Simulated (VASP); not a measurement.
# Hf3ZrS8 (P-3m1) in VASP: a series of runs

The runs below take Hf3ZrS8 through single point, with PBE.

Program: VASP 6.6.1. These are calculated values, not measurements. Logs are shortened: lines on timing, memory, paths and dates and some standing lists are left out, and cuts for length are marked.

## Step 1: The cell of the first run

Symmetry: P-3m1, No. 164, trigonal system. Conventional cell: a = 3.660 Å, b = 3.660 Å, c = 27.205 Å, α = 90.00°, β = 90.00°, γ = 120.00°. Within 3.4 Å of Zr (site symmetry -3m) lie 6 S at 2.57 Å. Hf (site symmetry 3m) has 6 S at 2.56 Å within 3.4 Å. Within 3.4 Å of Hf (site symmetry -3m) lie 6 S at 2.56 Å. S (site symmetry 3m) has 3 Hf at 2.56 Å within 3.4 Å. S (site symmetry 3m) has 3 Hf at 2.56 Å within 3.4 Å. S (site symmetry 3m) has 3 Hf at 2.56 Å within 3.4 Å. Within 3.4 Å of S (site symmetry 3m) lie 3 Zr at 2.57 Å.

## Step 2: Single point, PBE

Input file INCAR:

```
  PREC = Accurate
  ENCUT = 520
  EDIFF = 1E-6
  ISMEAR = 0
  SIGMA = 0.02
  LREAL = F
  LASPH = T
  NELM = 80
  ALGO = Normal
  ISIF = 2
  LWAVE = F
  LCHARG = F
  GGA = PE
  NBANDS = 57
```

Input file KPOINTS:

```
regular mesh
0
Gamma
  12 12 1
```

Input file POSCAR:

```
Hf3ZrS8
1.0
    3.6598191494      0.0000000000      0.0000000000
   -1.8299095747      3.1694963566      0.0000000000
    0.0000000000      0.0000000000     27.2053337410
Zr Hf S
1 3 8
Direct
    0.0000000000      0.0000000000      0.0000000000
    0.0000000000      0.0000000000      0.2493768830
    0.0000000000      0.0000000000      0.5000000000
    0.0000000000      0.0000000000      0.7506231170
    0.6666666667      0.3333333333      0.1963408933
    0.6666666667      0.3333333333      0.4469638444
    0.6666666667      0.3333333333      0.6975868453
    0.6666666667      0.3333333333      0.9463228587
    0.3333333333      0.6666666667      0.0536771413
    0.3333333333      0.6666666667      0.3024131547
    0.3333333333      0.6666666667      0.5530361556
    0.3333333333      0.6666666667      0.8036591067
```

Potentials or basis: VASP PAW PBE potentials, release 64 (Zr_sv, Hf_pv, S).

Launch:

```console
> cat potpaw_PBE.64/Zr_sv/POTCAR potpaw_PBE.64/Hf_pv/POTCAR potpaw_PBE.64/S/POTCAR > POTCAR
> mpirun -np 1 vasp_std > vasp.out
```

OUTCAR:

```text
PREC = Accurate
   ENCUT = 520
   EDIFF = 1E-6
   ISMEAR = 0
   LREAL = F
   LASPH = T
   NELM = 80
   ISIF = 2
   GGA = PE

 ion  position               nearest neighbor table
   1  0.000  0.000  0.000-   8 2.57   9 2.57   9 2.57   8 2.57   8 2.57   9 2.57
   2  0.000  0.000  0.249-   5 2.56   5 2.56   5 2.56  10 2.56  10 2.56  10 2.56
   3  0.000  0.000  0.500-   6 2.56  11 2.56  11 2.56   6 2.56   6 2.56  11 2.56
   4  0.000  0.000  0.751-  12 2.56  12 2.56  12 2.56   7 2.56   7 2.56   7 2.56
   5  0.667  0.333  0.196-   2 2.56   2 2.56   2 2.56
   6  0.667  0.333  0.447-   3 2.56   3 2.56   3 2.56
   7  0.667  0.333  0.698-   4 2.56   4 2.56   4 2.56
   8  0.667  0.333  0.946-   1 2.57   1 2.57   1 2.57
   9  0.333  0.667  0.054-   1 2.57   1 2.57   1 2.57
  10  0.333  0.667  0.302-   2 2.56   2 2.56   2 2.56
  11  0.333  0.667  0.553-   3 2.56   3 2.56   3 2.56
  12  0.333  0.667  0.804-   4 2.56   4 2.56   4 2.56

  LATTYP: Found a hexagonal cell.
 ALAT       =     3.6598191494
 C/A-ratio  =     7.4335186058

  Lattice vectors:

 A1 = (   3.6598191494,   0.0000000000,   0.0000000000)
 A2 = (  -1.8299095747,   3.1694963566,   0.0000000000)
 A3 = (   0.0000000000,   0.0000000000,  27.2053337410)

Analysis of symmetry for initial positions (statically):
=====================================================================
 Subroutine PRICEL returns:
 Original cell was already a primitive cell.

 Routine SETGRP: Setting up the symmetry group for a
 hexagonal supercell.

 Subroutine GETGRP returns: Found 12 space group operations
 (whereof 12 operations were pure point group operations)
 out of a pool of 24 trial point group operations.

The static configuration has the point symmetry D_3d.

Analysis of symmetry for dynamics (positions and initial velocities):
=====================================================================
 Subroutine PRICEL returns:
 Original cell was already a primitive cell.

 Routine SETGRP: Setting up the symmetry group for a
 hexagonal supercell.

 Subroutine GETGRP returns: Found 12 space group operations
 (whereof 12 operations were pure point group operations)
 out of a pool of 24 trial point group operations.

The dynamic configuration has the point symmetry D_3d.

 Subroutine INISYM returns: Found 12 space group operations
 (whereof 12 operations are pure point group operations),
[... 119 lines left out ...]
   TEBEG  =    0.0;   TEEND  =   0.0 temperature during run
   PSTRESS=    0.0 pullay stress
   NELECT =      90.0000    total number of electrons
   NUPDOWN=      -1.0000    fix difference up-down
   EMIN   =  10.00;   EMAX   =-10.00  energy-range for DOS
   EFERMI =   0.00;   METHOD = LEGACY
   ISMEAR =     0;   SIGMA  =   0.02  broadening in eV -4-tet -1-fermi 0-gaus
   EFERMI_NEDOS =   21; number of points for ismear=-14 and -15
   IALGO  =     38    algorithm
   IMIX   =      4    mixing-type and parameters
     AMIX     =   0.40;   BMIX     =  1.00
     AMIX_MAG =   1.60;   BMIX_MAG =  1.00
  volume/ion in A,a.u.               =      26.30       177.47
  Fermi-wavevector in a.u.,A,eV,Ry     =   1.077592  2.036354 15.799146  1.161204
  Thomas-Fermi vector in A             =   2.213508
   LORBIT       =      0    0 simple, 1 ext, 2 COOP (PROOUT), +10 PAW based schemes
   GGA     = PE    functional components
   LHFCALC =     F    Hartree Fock is set to
   AEXX    =    0.0000 exact exchange contribution
   IVDW    =     0    specifies the selected vdW correction
   LEPSILON=     F    determine dielectric tensor
   LRPA    =     F    only Hartree local field effects (RPA)
 non-spin polarized calculation
 Gauss-broadening in eV      SIGMA  =   0.02
  energy-cutoff  :      520.00
  volume of cell :      315.58
 maximum number of plane-waves:      8532
 NGX is ok and might be reduce to    28
   NGX = 13   NGY = 13   NGZ =101

 number of electron      90.0000001 magnetization

 Free energy of the ion-electron system (eV)
  ---------------------------------------------------
  ext. energy  EPLUGINS =         0.00000000
  ---------------------------------------------------
  free energy    TOTEN  =       -90.23273489 eV

  energy without entropy =      -90.23273489  energy(sigma->0) =      -90.23273489

 E-fermi :   2.2750     XC(G=0):  -8.6548

 val. band max:        2.0478524864   @ k =   0.0000   0.0000   0.0000
 cond. band min:       3.1587153939   @ k =   0.5000   0.0000   0.0000
 fundamental gap:      1.1108629075
 Fermi energy:         2.2750183937

 k-point     1 :       0.0000    0.0000    0.0000
  band No.  band energies     occupation
      1     -46.8294      2.00000
      2     -28.6535      2.00000
      3     -28.6528      2.00000
      4     -28.6528      2.00000
      5     -28.5458      2.00000
      6     -28.5458      2.00000
[... 1129 lines left out ...]
     56       5.7135      0.00000
     57       5.7135      0.00000

------------------------ aborting loop because EDIFF is reached ----------------------------------------

  FORCE on cell =-STRESS in cart. coord.  units (eV):
  Direction    XX          YY          ZZ          XY          YZ          ZX
  --------------------------------------------------------------------------------------
  -------------------------------------------------------------------------------------
  Total       -0.8123802     -0.8123802     -0.6026265     -0.0000000      0.0000000      0.0000000
  in kB       -4.1244494     -4.1244494     -3.0595308     -0.0000000      0.0000000      0.0000000
  external PRESSURE =      -3.7694765 kB  Pullay stress =       0.0000000 kB

 VOLUME and BASIS-vectors are now :
 -----------------------------------------------------------------------------
  energy-cutoff  :      520.00
  volume of cell :      315.58
      direct lattice vectors                 reciprocal lattice vectors
     3.659819149  0.000000000  0.000000000     0.273237545  0.157753770  0.000000000
    -1.829909575  3.169496357  0.000000000     0.000000000  0.315507540  0.000000000
     0.000000000  0.000000000 27.205333741     0.000000000  0.000000000  0.036757498

 POSITION                                       TOTAL-FORCE (eV/Angst)
 -----------------------------------------------------------------------------------
      0.00000      0.00000      0.00000         0.000000     -0.000000      0.000000
      0.00000      0.00000      6.78438         0.000000     -0.000000      0.000250
      0.00000      0.00000     13.60267         0.000000     -0.000000      0.000000
      0.00000      0.00000     20.42095         0.000000      0.000000     -0.000250
      1.82991      1.05650      5.34152        -0.000000      0.000000      0.066048
      1.82991      1.05650     12.15980        -0.000000     -0.000000      0.066196
      1.82991      1.05650     18.97808         0.000000     -0.000000      0.066192
      1.82991      1.05650     25.74503        -0.000000     -0.000000     -0.006346
     -0.00000      2.11300      1.46030         0.000000     -0.000000      0.006346
     -0.00000      2.11300      8.22725        -0.000000     -0.000000     -0.066192
     -0.00000      2.11300     15.04553        -0.000000      0.000000     -0.066196
     -0.00000      2.11300     21.86381         0.000000     -0.000000     -0.066048
 -----------------------------------------------------------------------------------
    total drift:                                0.000000     -0.000000      0.000000

  FREE ENERGIE OF THE ION-ELECTRON SYSTEM (eV)
  ---------------------------------------------------
  free  energy   TOTEN  =       -90.2327348852 eV

  energy  without entropy=      -90.2327348852  energy(sigma->0) =      -90.23273489
```

Run time: 15 min. Hardware: 1 thread of Oxide Virtual Turin-like, shared host; peak memory 0.55 GiB.

What came out:

* Free energy: -90.2327 eV
* Pressure: -0.4 GPa
* Largest force: 0.066 eV/Å
* Band gap on the k mesh: 1.11 eV, indirect (least direct gap 1.69 eV)

Forces in eV/Å, atoms in the order of the input:
```
Zr   0.000  0.000  0.000
Hf   0.000  0.000  0.000
Hf   0.000  0.000  0.000
Hf   0.000  0.000  0.000
S    0.000  0.000  0.066
S    0.000  0.000  0.066
S    0.000  0.000  0.066
S    0.000  0.000 -0.006
S    0.000  0.000  0.006
S    0.000  0.000 -0.066
S    0.000  0.000 -0.066
S    0.000  0.000 -0.066
```

Caveat: spin-orbit coupling is left out, which moves the levels of the heavy elements; this functional lacks dispersion, which binds the layers, so the pressure and a relaxed spacing across them are unreliable. PBE gaps usually lie below the measured ones, often by a third to a half.

## Step 3: Single point, PBE

Input file INCAR:

```
SYSTEM = Hf3ZrS8
ALGO     = Normal         ! electronic algorithm
EDIFF    = 1E-7           ! SCF threshold, eV
ENCUT    = 520            ! plane-wave cutoff, eV
GGA      = PE             ! functional
ISIF     = 2              ! what is computed and relaxed
ISMEAR   = 0              ! smearing method
LASPH    = .True.         ! aspherical terms in the spheres
LCHARG   = .True.         ! write CHGCAR
LELF     = .True.         ! ELF
LREAL    = .False.        ! projectors in reciprocal space
LVHAR    = .True.       
LWAVE    = .False.        ! write WAVECAR
NBANDS   = 57             ! bands
NELM     = 80             ! most SCF steps
PREC     = Accurate       ! precision mode
SIGMA    = 0.02           ! smearing width, eV
```

Input file KPOINTS:

```
k-points
0
Gamma
  12 12 1
  0 0 0
```

POSCAR is that of step 2.

Potentials or basis: VASP PAW PBE potentials, release 64 (Zr_sv, Hf_pv, S).

Launch:

```console
> cat potpaw_PBE.64/Zr_sv/POTCAR potpaw_PBE.64/Hf_pv/POTCAR potpaw_PBE.64/S/POTCAR > POTCAR
> mpirun -np 1 vasp_std > vasp.out
```

Run time: 16 min. Hardware: 1 thread of Oxide Virtual Turin-like, shared host; peak memory 0.55 GiB.

The run converged. Its results:

```yaml
Free_energy: -90.2327 eV
Pressure: -0.4 GPa
Largest_force: 0.066 eV/Å
Band_gap_on_the_k_mesh: 1.11 eV, indirect (least direct gap 1.69 eV)
```

Forces in eV/Å, atoms in the order of the input:
```
Zr   0.000  0.000  0.000
Hf   0.000  0.000  0.000
Hf   0.000  0.000  0.000
Hf   0.000  0.000  0.000
S    0.000  0.000  0.066
S    0.000  0.000  0.066
S    0.000  0.000  0.066
S    0.000  0.000 -0.006
S    0.000  0.000  0.006
S    0.000  0.000 -0.066
S    0.000  0.000 -0.066
S    0.000  0.000 -0.066
```

Stress tensor (GPa, compression positive):
```
-0.41  0.00  0.00
 0.00 -0.41  0.00
 0.00  0.00 -0.31
```

Levels at points of the mesh, in eV from the valence-band top:
```tsv
k point	band 42	band 43	band 44	band 45	band 46	band 47	band 48	band 49
(0.00, 0.00, 0.00)	-0.02	-0.02	0.00	0.00	1.69	1.69	2.07	2.07
(0.50, 0.00, 0.00)	-1.07	-1.06	-1.05	-0.92	1.11	1.29	1.32	1.35
```

Caveat: spin-orbit coupling is left out, which moves the levels of the heavy elements; this functional lacks dispersion, which binds the layers, so the pressure and a relaxed spacing across them are unreliable.
